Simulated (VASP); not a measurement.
# La2O3 (P321) in VASP: notebook

Aim: see how the results for La2O3 move with the level of theory and the settings. Levels: LDA, PBEsol. Tasks: single point.

Everything below comes from runs of VASP 6.6.1. Logs are shortened: lines on timing, memory, paths and dates and some standing lists are left out, and cuts for length are marked.

### Step 1. The cell of the first run

It takes space group P321 (No. 150, trigonal). The conventional cell has a = 6.495 Å, b = 6.495 Å, c = 3.354 Å, α = 90.00°, β = 90.00°, γ = 120.00°. Within 3.4 Å of La (site symmetry 3) lie 6 O at 2.51 to 2.52 Å and 2 La at 3.35 Å. O (site symmetry 2) has 4 La at 2.51 to 2.52 Å and 6 O at 3.25 to 3.35 Å within 3.4 Å.

### Step 2. Single point, LDA (24.51 Å³/atom)

INCAR

```
PREC     = Accurate       # precision mode
ENCUT    = 520            # plane-wave cutoff, eV
EDIFF    = 1E-7           # SCF threshold, eV
ISMEAR   = -1             # smearing method
SIGMA    = 0.05           # smearing width, eV
LREAL    = F              # projectors in reciprocal space
LASPH    = T              # aspherical terms in the spheres
NELM     = 80             # most SCF steps
ALGO     = Normal         # electronic algorithm
ISIF     = 2              # what is computed and relaxed
LWAVE    = F              # write WAVECAR
LCHARG   = T              # write CHGCAR
GGA      = CA             # functional
LELF     = T              # ELF
LVHAR    = T            
NBANDS   = 28             # bands
```

KPOINTS

```
Automatic mesh
0
Gamma
  5 5 8
```

POSCAR

```
La2O3
1.0
    6.4952117420      0.0000000000      0.0000000000
   -3.2476058710      5.6250183716      0.0000000000
    0.0000000000      0.0000000000      3.3544183217
La O
2 3
Direct
    0.6666666667      0.3333333333      0.4981030000
    0.3333333333      0.6666666667      0.5018970000
    0.5046070000      0.0000000000      0.0000000000
    0.0000000000      0.5046070000      0.0000000000
    0.4953930000      0.4953930000      0.0000000000
```

Potentials or basis: VASP PAW LDA potentials, release 64 (La, O).

Launch:

```bash
> cat potpaw_LDA.64/La/POTCAR potpaw_LDA.64/O/POTCAR > POTCAR
> mpirun -np 1 vasp_std > vasp.out
```

OUTCAR:

```text
PREC = Accurate
   ENCUT = 520
   EDIFF = 1E-7
   ISMEAR = -1
   LREAL = F
   LASPH = T
   NELM = 80
   ISIF = 2
   GGA = CA

 ion  position               nearest neighbor table
   1  0.667  0.333  0.498-   4 2.51   3 2.51   5 2.51   4 2.52   3 2.52   5 2.52
   2  0.333  0.667  0.502-   4 2.51   3 2.51   5 2.51   4 2.52   3 2.52   5 2.52
   3  0.505  0.000  0.000-   1 2.51   2 2.51   1 2.52   2 2.52
   4  0.000  0.505  0.000-   2 2.51   1 2.51   2 2.52   1 2.52
   5  0.495  0.495  0.000-   1 2.51   2 2.51   1 2.52   2 2.52

  LATTYP: Found a hexagonal cell.
 ALAT       =     6.4952117420
 C/A-ratio  =     0.5164447989

  Lattice vectors:

 A1 = (   6.4952117420,   0.0000000000,   0.0000000000)
 A2 = (  -3.2476058710,   5.6250183716,   0.0000000000)
 A3 = (   0.0000000000,   0.0000000000,   3.3544183217)

Analysis of symmetry for initial positions (statically):
=====================================================================
 Subroutine PRICEL returns:
 Original cell was already a primitive cell.

 Routine SETGRP: Setting up the symmetry group for a
 hexagonal supercell.

 Subroutine GETGRP returns: Found  6 space group operations
 (whereof  6 operations were pure point group operations)
 out of a pool of 24 trial point group operations.

The static configuration has the point symmetry D_3 .

Analysis of symmetry for dynamics (positions and initial velocities):
=====================================================================
 Subroutine PRICEL returns:
 Original cell was already a primitive cell.

 Routine SETGRP: Setting up the symmetry group for a
 hexagonal supercell.

 Subroutine GETGRP returns: Found  6 space group operations
 (whereof  6 operations were pure point group operations)
 out of a pool of 24 trial point group operations.

The dynamic configuration has the point symmetry D_3 .

 Subroutine INISYM returns: Found  6 space group operations
 (whereof  6 operations are pure point group operations),
 and found     1 'primitive' translations

----------------------------------------------------------------------------------------

                                     Primitive cell

  volume of cell :     122.5560

[... 90 lines left out ...]
   LSORBIT =      F    spin-orbit coupling
   LASPH  =      T    aspherical Exc in radial PAW
   ENCUT  =  520.0 eV  38.22 Ry    6.18 a.u.  12.08 12.08  6.24*2*pi/ulx,y,z
   NELM   =     80;   NELMIN=  2; NELMDL= -5     # of ELM steps
   EDIFF  = 0.1E-06   stopping-criterion for ELM
   LREAL  =      F    real-space projection
   EDIFFG = 0.1E-05   stopping-criterion for IOM
   NSW    =      0    number of steps for IOM
   IBRION =     -1    ionic relax: 0-MD 1-quasi-New 2-CG
   NFREE  =      0    steps in history (QN), initial steepest desc. (CG)
   ISIF   =      2    stress and relaxation
   ISYM   =      2    0-nonsym 1-usesym 2-fastsym
   POTIM  = 0.5000    time-step for ionic-motion
   TEBEG  =    0.0;   TEEND  =   0.0 temperature during run
   PSTRESS=    0.0 pullay stress
   NELECT =      40.0000    total number of electrons
   NUPDOWN=      -1.0000    fix difference up-down
   EMIN   =  10.00;   EMAX   =-10.00  energy-range for DOS
   EFERMI =   0.00;   METHOD = LEGACY
   ISMEAR =    -1;   SIGMA  =   0.05  broadening in eV -4-tet -1-fermi 0-gaus
   EFERMI_NEDOS =   21; number of points for ismear=-14 and -15
   IALGO  =     38    algorithm
   IMIX   =      4    mixing-type and parameters
     AMIX     =   0.40;   BMIX     =  1.00
     AMIX_MAG =   1.60;   BMIX_MAG =  1.00
  volume/ion in A,a.u.               =      24.51       165.41
  Fermi-wavevector in a.u.,A,eV,Ry     =   1.127154  2.130013 17.285884  1.270477
  Thomas-Fermi vector in A             =   2.263839
   LORBIT       =      0    0 simple, 1 ext, 2 COOP (PROOUT), +10 PAW based schemes
   GGA     = CA    functional components
   LHFCALC =     F    Hartree Fock is set to
   AEXX    =    0.0000 exact exchange contribution
   IVDW    =     0    specifies the selected vdW correction
   LEPSILON=     F    determine dielectric tensor
   LRPA    =     F    only Hartree local field effects (RPA)
 non-spin polarized calculation
  energy-cutoff  :      520.00
  volume of cell :      122.56
 maximum number of plane-waves:      3349
   NGX = 25   NGY = 25   NGZ = 13

 number of electron      39.9999996 magnetization

 Free energy of the ion-electron system (eV)
  ---------------------------------------------------
  ext. energy  EPLUGINS =         0.00000000
  ---------------------------------------------------
  free energy    TOTEN  =       -44.02150167 eV

  energy without entropy =      -44.02150167  energy(sigma->0) =      -44.02150167

 E-fermi :   3.0638     XC(G=0):  -8.4565

 val. band max:        2.1626658465   @ k =   0.0000   0.0000   0.5000
 cond. band min:       3.8973328278   @ k =   0.0000   0.0000   0.0000
 fundamental gap:      1.7346669813
 Fermi energy:         3.0637783037

 k-point     1 :       0.0000    0.0000    0.0000
  band No.  band energies     occupation
      1     -28.2171      2.00000
      2     -28.0694      2.00000
      3     -14.5362      2.00000
      4     -14.5362      2.00000
      5     -12.9925      2.00000
      6     -11.7992      2.00000
[... 733 lines left out ...]
     27       6.5155      0.00000
     28       6.5828      0.00000

 [... further k-points ...]

------------------------ aborting loop because EDIFF is reached ----------------------------------------

  FORCE on cell =-STRESS in cart. coord.  units (eV):
  Direction    XX          YY          ZZ          XY          YZ          ZX
  --------------------------------------------------------------------------------------
  -------------------------------------------------------------------------------------
  Total       -6.0599713     -6.0599713     -9.6558214      0.0000000      0.0000000      0.0000000
  in kB      -79.2221580    -79.2221580   -126.2307975      0.0000000      0.0000000      0.0000000
  external PRESSURE =     -94.8917045 kB  Pullay stress =       0.0000000 kB

 VOLUME and BASIS-vectors are now :
 -----------------------------------------------------------------------------
  energy-cutoff  :      520.00
  volume of cell :      122.56
      direct lattice vectors                 reciprocal lattice vectors
     6.495211742  0.000000000  0.000000000     0.153959569  0.088888599  0.000000000
    -3.247605871  5.625018372  0.000000000     0.000000000  0.177777197  0.000000000
     0.000000000  0.000000000  3.354418322     0.000000000  0.000000000  0.298114279

 POSITION                                       TOTAL-FORCE (eV/Angst)
 -----------------------------------------------------------------------------------
      3.24761      1.87501      1.67085         0.000000     -0.000000     -0.001958
     -0.00000      3.75001      1.68357         0.000000     -0.000000      0.001958
      3.27753      0.00000      0.00000        -0.064409     -0.000000      0.000000
     -1.63876      2.83842      0.00000         0.032204     -0.055780     -0.000000
      1.60884      2.78659      0.00000         0.032204      0.055780      0.000000
 -----------------------------------------------------------------------------------
    total drift:                                0.000000      0.000000     -0.000000

  FREE ENERGIE OF THE ION-ELECTRON SYSTEM (eV)
  ---------------------------------------------------
  free  energy   TOTEN  =       -44.0215016674 eV

  energy  without entropy=      -44.0215016663  energy(sigma->0) =      -44.02150167
```

OSZICAR:

```text
N       E                     dE             d eps       ncg     rms          rms(c)
DAV:   1     0.530235930032E+03    0.53024E+03   -0.15943E+04  1744   0.201E+03
DAV:   2     0.105259741867E+03   -0.42498E+03   -0.40279E+03  2432   0.335E+02
DAV:   3    -0.312692019910E+02   -0.13653E+03   -0.13224E+03  2760   0.225E+02
DAV:   4    -0.499232487849E+02   -0.18654E+02   -0.18446E+02  2904   0.798E+01
DAV:   5    -0.511349719047E+02   -0.12117E+01   -0.12108E+01  3032   0.239E+01    0.149E+01
DAV:   6    -0.448774047852E+02    0.62576E+01   -0.62445E+01  2664   0.387E+01    0.845E+00
DAV:   7    -0.443355679632E+02    0.54184E+00   -0.78957E+00  3376   0.246E+01    0.322E+00
DAV:   8    -0.440420529173E+02    0.29352E+00   -0.10442E+00  2912   0.756E+00    0.106E+00
DAV:   9    -0.440132521667E+02    0.28801E-01   -0.25107E-01  3232   0.378E+00    0.416E-01
DAV:  10    -0.440197781627E+02   -0.65260E-02   -0.30101E-02  3040   0.103E+00    0.187E-01
DAV:  11    -0.440211052320E+02   -0.13271E-02   -0.13375E-02  2784   0.645E-01    0.127E-01
DAV:  12    -0.440214346344E+02   -0.32940E-03   -0.31608E-03  3168   0.453E-01    0.261E-02
DAV:  13    -0.440214885972E+02   -0.53963E-04   -0.17668E-04  2608   0.870E-02    0.731E-03
DAV:  14    -0.440215020741E+02   -0.13477E-04   -0.41252E-05  3336   0.523E-02    0.637E-03
DAV:  15    -0.440215018044E+02    0.26968E-06   -0.15408E-05  2920   0.279E-02    0.325E-03
DAV:  16    -0.440215016847E+02    0.11975E-06   -0.13646E-06  2760   0.953E-03    0.111E-03
DAV:  17    -0.440215016674E+02    0.17283E-07   -0.18106E-07  2024   0.418E-03
   1 F= -.44021502E+02 E0= -.44021502E+02  d E =-.108418E-08
```

stdout:

```text
POSCAR found type information on POSCAR LaO
 POSCAR found :  2 types and       5 ions
 scaLAPACK will be used
 LDA part: xc-table for (Slater(with rela. corr.)+CA(PZ))
 , standard interpolation
 POSCAR, INCAR and KPOINTS ok, starting setup
 FFT: planning ... GRIDC
 FFT: planning ... GRID_SOFT
 FFT: planning ... GRID
 WAVECAR not read
 entering main loop
```

Wall time 3.7 min (1 thread of Intel Xeon 8259CL, shared host); peak memory 0.27 GiB.

What came out:

```
Free energy            : -44.0215 eV
Pressure               : -9.5 GPa
Largest force          : 0.064 eV/Å
Band gap on the k mesh : 1.73 eV (least direct gap 2.03 eV)
```

Forces in eV/Å, atoms in the order of the input:
```
La   0.000  0.000 -0.002
La   0.000  0.000  0.002
O   -0.064  0.000  0.000
O    0.032 -0.056  0.000
O    0.032  0.056  0.000
```

Caveat: the cell stands under tension; spin-orbit coupling is left out, which moves the levels of the heavy elements. A k mesh can miss the band edges.

### Step 3. Single point, PBEsol (24.51 Å³/atom)

INCAR

```
PREC     = Accurate       # precision mode
ENCUT    = 520            # plane-wave cutoff, eV
EDIFF    = 1E-6           # SCF threshold, eV
ISMEAR   = -1             # smearing method
SIGMA    = 0.05           # smearing width, eV
LREAL    = F              # projectors in reciprocal space
LASPH    = T              # aspherical terms in the spheres
NELM     = 100            # most SCF steps
ALGO     = Normal         # electronic algorithm
ISIF     = 2              # what is computed and relaxed
LWAVE    = F              # write WAVECAR
LCHARG   = F              # write CHGCAR
GGA      = PS             # functional
NBANDS   = 28             # bands
```

KPOINTS

```
regular mesh
0
Gamma
  5 5 8
```

POSCAR is that of step 2.

Potentials or basis: VASP PAW PBE potentials, release 64 (La, O).

Launch:

```bash
> cat potpaw_PBE.64/La/POTCAR potpaw_PBE.64/O/POTCAR > POTCAR
> mpirun -np 1 vasp_std > vasp.out
```

OUTCAR:

```text
PREC = Accurate
   ENCUT = 520
   EDIFF = 1E-6
   ISMEAR = -1
   LREAL = F
   LASPH = T
   NELM = 100
   ISIF = 2
   GGA = PS

 ion  position               nearest neighbor table
   1  0.667  0.333  0.498-   4 2.51   3 2.51   5 2.51   4 2.52   3 2.52   5 2.52
   2  0.333  0.667  0.502-   4 2.51   3 2.51   5 2.51   4 2.52   3 2.52   5 2.52
   3  0.505  0.000  0.000-   1 2.51   2 2.51   1 2.52   2 2.52
   4  0.000  0.505  0.000-   2 2.51   1 2.51   2 2.52   1 2.52
   5  0.495  0.495  0.000-   1 2.51   2 2.51   1 2.52   2 2.52

  LATTYP: Found a hexagonal cell.
 ALAT       =     6.4952117420
 C/A-ratio  =     0.5164447989

  Lattice vectors:

 A1 = (   6.4952117420,   0.0000000000,   0.0000000000)
 A2 = (  -3.2476058710,   5.6250183716,   0.0000000000)
 A3 = (   0.0000000000,   0.0000000000,   3.3544183217)

Analysis of symmetry for initial positions (statically):
=====================================================================
 Subroutine PRICEL returns:
 Original cell was already a primitive cell.

 Routine SETGRP: Setting up the symmetry group for a
 hexagonal supercell.

 Subroutine GETGRP returns: Found  6 space group operations
 (whereof  6 operations were pure point group operations)
 out of a pool of 24 trial point group operations.

The static configuration has the point symmetry D_3 .

Analysis of symmetry for dynamics (positions and initial velocities):
=====================================================================
 Subroutine PRICEL returns:
 Original cell was already a primitive cell.

 Routine SETGRP: Setting up the symmetry group for a
 hexagonal supercell.

 Subroutine GETGRP returns: Found  6 space group operations
 (whereof  6 operations were pure point group operations)
 out of a pool of 24 trial point group operations.

[... 122 lines left out ...]
   EFERMI_NEDOS =   21; number of points for ismear=-14 and -15
   IALGO  =     38    algorithm
   IMIX   =      4    mixing-type and parameters
     AMIX     =   0.40;   BMIX     =  1.00
     AMIX_MAG =   1.60;   BMIX_MAG =  1.00
  volume/ion in A,a.u.               =      24.51       165.41
  Fermi-wavevector in a.u.,A,eV,Ry     =   1.127154  2.130013 17.285884  1.270477
  Thomas-Fermi vector in A             =   2.263839
   LORBIT       =      0    0 simple, 1 ext, 2 COOP (PROOUT), +10 PAW based schemes
   GGA     = PS    functional components
   LHFCALC =     F    Hartree Fock is set to
   AEXX    =    0.0000 exact exchange contribution
   IVDW    =     0    specifies the selected vdW correction
   LEPSILON=     F    determine dielectric tensor
   LRPA    =     F    only Hartree local field effects (RPA)
 non-spin polarized calculation
  energy-cutoff  :      520.00
  volume of cell :      122.56
 maximum number of plane-waves:      3349
   NGX = 25   NGY = 25   NGZ = 13

 number of electron      39.9999996 magnetization

 Free energy of the ion-electron system (eV)
  ---------------------------------------------------
  ext. energy  EPLUGINS =         0.00000000
  ---------------------------------------------------
  free energy    TOTEN  =       -42.18802458 eV

  energy without entropy =      -42.18802458  energy(sigma->0) =      -42.18802458

 E-fermi :   3.2964     XC(G=0):  -8.1108

 val. band max:        2.3708078410   @ k =   0.0000   0.0000   0.5000
 cond. band min:       4.1690383615   @ k =   0.0000   0.0000   0.0000
 fundamental gap:      1.7982305205
 Fermi energy:         3.2963834847

 k-point     1 :       0.0000    0.0000    0.0000
  band No.  band energies     occupation
      1     -28.1521      2.00000
      2     -28.0058      2.00000
      3     -14.5036      2.00000
      4     -14.5036      2.00000
      5     -13.0209      2.00000
      6     -11.7020      2.00000
[... 733 lines left out ...]
     27       6.9376      0.00000
     28       7.0008      0.00000

 [... further k-points ...]

------------------------ aborting loop because EDIFF is reached ----------------------------------------

  FORCE on cell =-STRESS in cart. coord.  units (eV):
  Direction    XX          YY          ZZ          XY          YZ          ZX
  --------------------------------------------------------------------------------------
  -------------------------------------------------------------------------------------
  Total       -4.8416568     -4.8416568     -7.8773989     -0.0000000      0.0000000      0.0000000
  in kB      -63.2951024    -63.2951024   -102.9814359     -0.0000000      0.0000000      0.0000000
  external PRESSURE =     -76.5238802 kB  Pullay stress =       0.0000000 kB

 VOLUME and BASIS-vectors are now :
 -----------------------------------------------------------------------------
  energy-cutoff  :      520.00
  volume of cell :      122.56
      direct lattice vectors                 reciprocal lattice vectors
     6.495211742  0.000000000  0.000000000     0.153959569  0.088888599  0.000000000
    -3.247605871  5.625018372  0.000000000     0.000000000  0.177777197  0.000000000
     0.000000000  0.000000000  3.354418322     0.000000000  0.000000000  0.298114279

 POSITION                                       TOTAL-FORCE (eV/Angst)
 -----------------------------------------------------------------------------------
      3.24761      1.87501      1.67085        -0.000000      0.000000     -0.000597
     -0.00000      3.75001      1.68357        -0.000000     -0.000000      0.000597
      3.27753      0.00000      0.00000        -0.058201      0.000000      0.000000
     -1.63876      2.83842      0.00000         0.029101     -0.050404      0.000000
      1.60884      2.78659      0.00000         0.029101      0.050404      0.000000
 -----------------------------------------------------------------------------------
    total drift:                                0.000000      0.000000     -0.000000

  FREE ENERGIE OF THE ION-ELECTRON SYSTEM (eV)
  ---------------------------------------------------
  free  energy   TOTEN  =       -42.1880245793 eV

  energy  without entropy=      -42.1880245787  energy(sigma->0) =      -42.18802458
```

Run time: 3.2 min. Hardware: 1 thread of Intel Xeon 8259CL, shared host; peak memory 0.31 GiB.

What came out:

| Property | Result |
| --- | --- |
| Free energy | -42.1880 eV |
| Pressure | -7.7 GPa |
| Largest force | 0.058 eV/Å |
| Band gap on the k mesh | 1.80 eV (least direct gap 2.09 eV) |

Forces in eV/Å, atoms in the order of the input:
```
La   0.000  0.000 -0.001
La   0.000  0.000  0.001
O   -0.058  0.000  0.000
O    0.029 -0.050  0.000
O    0.029  0.050  0.000
```

Caveat: the cell stands under tension; the PAW data sets were made with another functional, which shifts forces and pressure a little; spin-orbit coupling is left out, which moves the levels of the heavy elements.
